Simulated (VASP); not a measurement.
# Zn (P-1) in VASP: notebook

Zn is run at these levels: PBE; tasks: electric field gradients.

Everything below comes from runs of VASP 6.6.1. Logs are shortened: lines on timing, memory, paths and dates and some standing lists are left out, and cuts for length are marked.

## 1. The cell of the first run

The typed cell holds 2 atoms: a = 2.665 Å, b = 2.642 Å, c = 4.947 Å, α = 89.57°, β = 88.85°, γ = 119.13°.

## 2. Electric field gradients, PBE (equal xy, yz and zx shear strains of +2 %)

File INCAR:

```
SYSTEM = Zn
ALGO = Normal
EDIFF = 1E-8
ENCUT = 520
GGA = PE
ISIF = 2
ISMEAR = -1
LASPH = .TRUE.
LCHARG = .FALSE.
LEFG = .TRUE.
LREAL = .FALSE.
LWAVE = .FALSE.
NBANDS = 19
NELM = 60
PREC = Accurate
SIGMA = 0.03
```

File KPOINTS:

```
k-points
0
G
  18 18 8
  0 0 0
```

File POSCAR:

```
Zn
1.0
    2.6647980532      0.0266479805      0.0266479805
   -1.3093211985      2.2944588197      0.0097538378
    0.0494670000      0.0494670000      4.9467000000
Zn
2
Direct
    0.3333333333      0.6666666667      0.2500000000
    0.6666666667      0.3333333333      0.7500000000
```

Potentials or basis: VASP PAW PBE potentials, release 64 (Zn).

Started as:

```
$ cat potpaw_PBE.64/Zn/POTCAR > POTCAR
$ mpirun -np 1 vasp_std > vasp.out
```

OUTCAR:

```text
SYSTEM = Zn
   EDIFF = 1E-8
   ENCUT = 520
   GGA = PE
   ISIF = 2
   ISMEAR = -1
   LASPH = .TRUE.
   LREAL = .FALSE.
   NELM = 60
   PREC = Accurate

 ion  position               nearest neighbor table
   1  0.333  0.667  0.250-   2 2.88   2 2.89   2 2.90   2 2.92   2 2.94   2 2.96
   2  0.667  0.333  0.750-   1 2.88   1 2.89   1 2.90   1 2.92   1 2.94   1 2.96

  LATTYP: Found a triclinic cell.
 ALAT       =     2.6881553850
 B/A-ratio  =     0.9827452114
 C/A-ratio  =     1.8403678124
 COS(alpha) =     0.0074204947
 COS(beta)  =     0.0272158148
 COS(gamma) =     0.5000757388

  Lattice vectors:

 A1 = (   1.3554768547,   2.3211068002,   0.0364018183)
 A2 = (  -1.3093211985,   2.2944588197,   0.0097538378)
 A3 = (   0.0494670000,   0.0494670000,   4.9467000000)

Analysis of symmetry for initial positions (statically):
=====================================================================
 Subroutine PRICEL returns:
 Original cell was already a primitive cell.

 Routine SETGRP: Setting up the symmetry group for a
 triclinic supercell.

 Subroutine GETGRP returns: Found  2 space group operations
 (whereof  2 operations were pure point group operations)
 out of a pool of  2 trial point group operations.

The static configuration has the point symmetry S_2 .

Analysis of symmetry for dynamics (positions and initial velocities):
=====================================================================
 Subroutine PRICEL returns:
 Original cell was already a primitive cell.

 Routine SETGRP: Setting up the symmetry group for a
 triclinic supercell.

 Subroutine GETGRP returns: Found  2 space group operations
 (whereof  2 operations were pure point group operations)
 out of a pool of  2 trial point group operations.

The dynamic configuration has the point symmetry S_2 .

 Subroutine INISYM returns: Found  2 space group operations
 (whereof  2 operations are pure point group operations),
 and found     1 'primitive' translations

----------------------------------------------------------------------------------------

                                     Primitive cell

  volume of cell :      30.4120

  direct lattice vectors                    reciprocal lattice vectors
     2.664798053  0.026647981  0.026647981     0.373191727  0.212984870 -0.005861766
    -1.309321198  2.294458820  0.009753838    -0.004291111  0.433402162 -0.004291111
     0.049467000  0.049467000  4.946700000    -0.002001931 -0.002001931  0.202195011

  length of vectors
     2.665064520  2.641771832  4.947194645     0.429731289  0.433444646  0.202214831

  position of ions in fractional coordinates (direct lattice)
     0.333333333  0.666666667  0.250000000
     0.666666667  0.333333333  0.750000000

  ion indices of the primitive-cell ions
   primitive index   ion index
                 1           1
                 2           2

----------------------------------------------------------------------------------------

 KPOINTS: k-points

Automatic generation of k-mesh.
 Grid dimensions read from file:
 generate k-points for:   18   18    8

 Generating k-lattice:

  Cartesian coordinates                     Fractional coordinates (reciprocal lattice)
     0.020732874  0.011832493 -0.000325654     0.055555556 -0.000000000  0.000000000
    -0.000238395  0.024077898 -0.000238395    -0.000000000  0.055555556 -0.000000000
    -0.000250241 -0.000250241  0.025274376     0.000000000 -0.000000000  0.125000000

  Length of vectors
     0.023873960  0.024080258  0.025276854

  Shift w.r.t. Gamma in fractional coordinates (k-lattice)
     0.000000000  0.000000000  0.000000000

 Subroutine IBZKPT returns following result:
 ===========================================

 Found   1300 irreducible k-points:

 Following reciprocal coordinates:
            Coordinates               Weight
  0.000000  0.000000  0.000000      1.000000
  0.055556  0.000000 -0.000000      2.000000
  0.111111  0.000000 -0.000000      2.000000
  0.166667  0.000000 -0.000000      2.000000
  0.222222  0.000000 -0.000000      2.000000
  0.277778  0.000000 -0.000000      2.000000
[... 16 lines left out ...]
 -0.333333  0.055556  0.000000      2.000000
 -0.277778  0.055556  0.000000      2.000000
 [... further k-points ...]
   k-points           NKPTS =   1300   k-points in BZ     NKDIM =   1300   number of bands    NBANDS=     19
   number of dos      NEDOS =    301   number of ions     NIONS =      2
   total plane-waves  NPLWV =  16000
   dimension x,y,z NGX =    20 NGY =   20 NGZ =   40
   dimension x,y,z NGXF=    40 NGYF=   40 NGZF=   80
   ions per type =               2
   NGX,Y,Z   is equivalent  to a cutoff of  12.48, 12.59, 13.44 a.u.
   NGXF,Y,Z  is equivalent  to a cutoff of  24.95, 25.17, 26.88 a.u.
 SYSTEM =  Zn
   PREC   = accura    normal or accurate (medium, high low for compatibility)
   ISTART =      0    job   : 0-new  1-cont  2-samecut
   ICHARG =      2    charge: 1-file 2-atom 10-const
   ISPIN  =      1    spin polarized calculation?
   LNONCOLLINEAR =      F non collinear calculations
   LSORBIT =      F    spin-orbit coupling
   LASPH  =      T    aspherical Exc in radial PAW
   ENCUT  =  520.0 eV  38.22 Ry    6.18 a.u.   4.96  4.91  9.20*2*pi/ulx,y,z
   NELM   =     60;   NELMIN=  2; NELMDL= -5     # of ELM steps
   EDIFF  = 0.1E-07   stopping-criterion for ELM
   LREAL  =      F    real-space projection
   EDIFFG = 0.1E-06   stopping-criterion for IOM
   NSW    =      0    number of steps for IOM
   IBRION =     -1    ionic relax: 0-MD 1-quasi-New 2-CG
   NFREE  =      0    steps in history (QN), initial steepest desc. (CG)
   ISIF   =      2    stress and relaxation
   ISYM   =      2    0-nonsym 1-usesym 2-fastsym
   POTIM  = 0.5000    time-step for ionic-motion
   TEBEG  =    0.0;   TEEND  =   0.0 temperature during run
   PSTRESS=    0.0 pullay stress
   NELECT =      24.0000    total number of electrons
   NUPDOWN=      -1.0000    fix difference up-down
   EMIN   =  10.00;   EMAX   =-10.00  energy-range for DOS
   EFERMI =   0.00;   METHOD = LEGACY
   ISMEAR =    -1;   SIGMA  =   0.03  broadening in eV -4-tet -1-fermi 0-gaus
   EFERMI_NEDOS =   21; number of points for ismear=-14 and -15
   IALGO  =     38    algorithm
   IMIX   =      4    mixing-type and parameters
     AMIX     =   0.40;   BMIX     =  1.00
     AMIX_MAG =   1.60;   BMIX_MAG =  1.00
  volume/ion in A,a.u.               =      15.21       102.62
  Fermi-wavevector in a.u.,A,eV,Ry     =   1.512853  2.858878 31.139991  2.288725
  Thomas-Fermi vector in A             =   2.622722
   LORBIT       =      0    0 simple, 1 ext, 2 COOP (PROOUT), +10 PAW based schemes
   GGA     = PE    functional components
   LHFCALC =     F    Hartree Fock is set to
   AEXX    =    0.0000 exact exchange contribution
   IVDW    =     0    specifies the selected vdW correction
   LEPSILON=     F    determine dielectric tensor
   LRPA    =     F    only Hartree local field effects (RPA)
 non-spin polarized calculation
  energy-cutoff  :      520.00
  volume of cell :       30.41
 maximum number of plane-waves:       838
   NGX =  9   NGY =  9   NGZ = 19

 number of electron      24.0000010 magnetization

 Free energy of the ion-electron system (eV)
  ---------------------------------------------------
  ext. energy  EPLUGINS =         0.00000000
  ---------------------------------------------------
  free energy    TOTEN  =        -2.21282524 eV

  energy without entropy =       -2.21159354  energy(sigma->0) =       -2.21220939

 E-fermi :   3.2096     XC(G=0): -11.5530

 val. band max:        3.2091248340   @ k =  -0.4444  -0.0000   0.2500
 cond. band min:       3.2101515241   @ k =  -0.2778  -0.3889   0.1250
 fundamental gap:      0.0010266901
 Fermi energy:         3.2095814488

 k-point     1 :       0.0000    0.0000    0.0000
  band No.  band energies     occupation
      1      -7.2896      2.00000
      2      -5.4943      2.00000
      3      -4.8023      2.00000
      4      -4.6135      2.00000
      5      -4.5618      2.00000
      6      -4.5287      2.00000
[... 11 lines left out ...]
     18      21.8671      0.00000
     19      22.4174      0.00000

 k-point     2 :       0.0556    0.0000   -0.0000
  band No.  band energies     occupation
      1      -7.1997      2.00000
      2      -5.4558      2.00000
      3      -4.7942      2.00000
      4      -4.6190      2.00000
      5      -4.5684      2.00000
      6      -4.5100      2.00000
[... 11 lines left out ...]
     18      21.5697      0.00000
     19      23.0793      0.00000

 k-point     3 :       0.1111    0.0000   -0.0000
  band No.  band energies     occupation
      1      -6.9334      2.00000
      2      -5.3511      2.00000
      3      -4.7776      2.00000
      4      -4.6330      2.00000
      5      -4.5789      2.00000
      6      -4.4530      2.00000
[... 11 lines left out ...]
     18      20.7121      0.00000
     19      21.7169      0.00000

 k-point     4 :       0.1667    0.0000   -0.0000
  band No.  band energies     occupation
      1      -6.5052      2.00000
      2      -5.2181      2.00000
      3      -4.7651      2.00000
      4      -4.6553      2.00000
      5      -4.5453      2.00000
      6      -4.4306      2.00000
[... 11 lines left out ...]
     18      19.7110      0.00000
     19      20.2413      0.00000

 k-point     5 :       0.2222    0.0000   -0.0000
  band No.  band energies     occupation
      1      -5.9637      2.00000
      2      -5.1308      2.00000
      3      -4.7271      2.00000
      4      -4.6565      2.00000
      5      -4.6053      2.00000
      6      -4.4236      2.00000
[... 11 lines left out ...]
     18      18.9935      0.00000
     19      19.1336      0.00000
[... 334 lines left out ...]
      2      -5.1810      2.00000
      3      -5.0114      2.00000
      4      -4.5636      2.00000
      5      -4.4628      2.00000
      6      -4.3976      2.00000
[... 11 lines left out ...]
     18      18.3240      0.00000
     19      19.0080      0.00000

 k-point    22 :      -0.3889    0.0556    0.0000
  band No.  band energies     occupation
      1      -5.2361      2.00000
      2      -5.1577      2.00000
      3      -4.9410      2.00000
      4      -4.5450      2.00000
      5      -4.5041      2.00000
      6      -4.3703      2.00000
[... 11 lines left out ...]
     18      18.7530      0.00000
     19      19.2383      0.00000

 k-point    23 :      -0.3333    0.0556    0.0000
  band No.  band energies     occupation
      1      -5.2920      2.00000
      2      -5.1235      2.00000
      3      -4.8352      2.00000
      4      -4.6136      2.00000
      5      -4.4795      2.00000
      6      -4.4600      2.00000
[... 11 lines left out ...]
     18      19.3322      0.00000
     19      19.6104      0.00000

 k-point    24 :      -0.2778    0.0556    0.0000
  band No.  band energies     occupation
      1      -5.6292      2.00000
      2      -5.0931      2.00000
      3      -4.7065      2.00000
      4      -4.6813      2.00000
      5      -4.6412      2.00000
      6      -4.4076      2.00000
[... 11 lines left out ...]
     18      19.2170      0.00000
     19      19.9429      0.00000

 [... further k-points ...]

------------------------ aborting loop because EDIFF is reached ----------------------------------------

  FORCE on cell =-STRESS in cart. coord.  units (eV):
  Direction    XX          YY          ZZ          XY          YZ          ZX
  --------------------------------------------------------------------------------------
  -------------------------------------------------------------------------------------
  Total       -0.0715470     -0.0057630      0.1286666     -0.1313134     -0.0732787     -0.0937040
  in kB       -3.7692640     -0.3036065      6.7784626     -6.9178987     -3.8604957     -4.9365455
  external PRESSURE =       0.9018640 kB  Pullay stress =       0.0000000 kB

 VOLUME and BASIS-vectors are now :
 -----------------------------------------------------------------------------
  energy-cutoff  :      520.00
  volume of cell :       30.41
      direct lattice vectors                 reciprocal lattice vectors
     2.664798053  0.026647981  0.026647981     0.373191727  0.212984870 -0.005861766
    -1.309321198  2.294458820  0.009753838    -0.004291111  0.433402162 -0.004291111
     0.049467000  0.049467000  4.946700000    -0.002001931 -0.002001931  0.202195011

 POSITION                                       TOTAL-FORCE (eV/Angst)
 -----------------------------------------------------------------------------------
      0.02775      1.55089      1.25206         0.010824      0.001929      0.000281
      1.37719      0.81969      3.73104        -0.010824     -0.001929     -0.000281
 -----------------------------------------------------------------------------------
    total drift:                                0.000000     -0.000000      0.000000

  FREE ENERGIE OF THE ION-ELECTRON SYSTEM (eV)
  ---------------------------------------------------
  free  energy   TOTEN  =        -2.2128252390 eV

  energy  without entropy=       -2.2115935383  energy(sigma->0) =       -2.21220939

 Electric field gradients (V/A^2)
---------------------------------------------------------------------
 ion       V_xx      V_yy      V_zz      V_xy      V_xz      V_yz
---------------------------------------------------------------------
   1     -17.072   -18.373    35.445     3.424     1.226     0.858
   2     -17.072   -18.373    35.445     3.424     1.226     0.858
---------------------------------------------------------------------

 Electric field gradients after diagonalization (V/A^2)
 (convention: |V_zz| > |V_xx| > |V_yy|)
----------------------------------------------------------------------
 ion       V_xx      V_yy      V_zz     asymmetry (V_yy - V_xx)/ V_zz
----------------------------------------------------------------------
   1     -21.208   -14.282    35.490       0.195
   2     -21.208   -14.282    35.490       0.195
----------------------------------------------------------------------

           NMR quadrupolar parameters

 Cq : quadrupolar parameter    Cq=e*Q*V_zz/h
 eta: asymmetry parameters     (V_yy - V_xx)/ V_zz
 Q  : nuclear electric quadrupole moment in mb (millibarn)
----------------------------------------------------------------------
 ion       Cq(MHz)       eta       Q (mb)
----------------------------------------------------------------------
   1       0.086       0.195       1.000
   2       0.086       0.195       1.000
----------------------------------------------------------------------
```

Wall time 14 min (1 thread of Oxide Virtual Turin-like, shared host); peak memory 0.61 GiB.

Results:

```yaml
Free_energy: -2.2128 eV
Pressure: 0.1 GPa
Largest_force: 0.011 eV/Å
Band_gap_on_the_k_mesh: zero (bands 12 and 13 overlap by 4.72 eV)
Largest_electric_field_gradient_by_atom: Zn +35.5 V/Å²
```

Forces on the atoms (eV/Å):
```
Zn   0.011  0.002  0.000
Zn  -0.011 -0.002  0.000
```

Levels at points of the mesh, in eV from the Fermi level:
```tsv
k point	band 9	band 10	band 11	band 12	band 13	band 14	band 15	band 16
(0.00, 0.00, 0.00)	-7.40	-7.20	-7.19	-3.73	-3.13	13.54	17.00	17.19
(0.50, 0.00, 0.00)	-7.03	-7.01	-3.03	-2.39	2.29	3.44	3.75	5.59
(0.00, 0.50, 0.00)	-7.02	-7.00	-2.93	-2.26	2.46	3.52	3.95	5.66
(0.50, 0.50, 0.00)	-7.01	-6.99	-2.84	-2.13	2.64	3.60	4.15	5.73
(0.00, 0.00, 0.50)	-7.31	-7.29	-7.27	-7.26	4.50	4.50	18.00	18.43
(0.50, 0.00, 0.50)	-7.02	-7.01	-2.19	-1.91	-0.36	0.09	9.38	10.47
(0.00, 0.50, 0.50)	-7.01	-7.01	-2.06	-1.85	-0.14	0.19	9.65	10.45
(0.50, 0.50, 0.50)	-7.00	-7.00	-1.91	-1.83	0.12	0.24	10.02	10.31
```

Electric field gradients, principal values (V/Å²):
| atom | least | middle | greatest (by size) |
| --- | --- | --- | --- |
| 1 Zn | -14.282 | -21.208 | 35.490 |
| 2 Zn | -14.282 | -21.208 | 35.490 |

Caveat: the cell differs from its parent crystal (equal xy, yz and zx shear strains of +2 %); without QUAD_EFG the Cq values of the log hold for a quadrupole moment of 1 mb, not for the nuclei.

[end of part 1 of 2]
